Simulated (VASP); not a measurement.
Set up this calculation in VASP 6.6.1, as the native input.

```yaml
Task: single point
Functional: PBE
Potentials_or_basis: VASP PAW PBE potentials, release 64 (Cu)
Cutoff: 520 eV
k_mesh: 17 × 17 × 16
Occupations: fermi-dirac, width 0.05 eV
Spin: no spin polarisation
Dipole_correction: no
Further_INCAR_settings: ALGO = Normal; EDIFF = 1e-07; NBANDS = 12
```

The structure of Cu lies in POSCAR:

```
Cu
1.0
    2.1120062255      0.0000000000      0.0000000000
   -1.0560031128      1.8290510443      0.0000000000
    0.0000000000      0.0000000000      2.0208706230
Cu
1
Direct
    0.0000000000      0.0000000000      0.0000000000
```

This cell differs from its parent crystal: volume scaled by 0.6.

These files were run (other wordings do the same):

INCAR

```
  ALGO = Normal
  EDIFF = 1E-7
  ENCUT = 520
  GGA = PE
  ISIF = 2
  ISMEAR = -1
  LASPH = T
  LCHARG = F
  LREAL = F
  LWAVE = F
  NBANDS = 12
  NELM = 100
  PREC = Accurate
  SIGMA = 0.05
```

KPOINTS

```
k-points
0
Gamma
  17 17 16
```

Potentials or basis: VASP PAW PBE potentials, release 64 (Cu).

Command:

```console
$ cat potpaw_PBE.64/Cu/POTCAR > POTCAR
$ mpirun -np 1 vasp_std > vasp.out
```

It gave:

The pressure is 213.8 GPa.

It took 9.3 s on 1 thread of Intel(R) Xeon(R) 6975P-C (Granite Rapids), with other jobs on the host, peak memory 0.13 GiB.
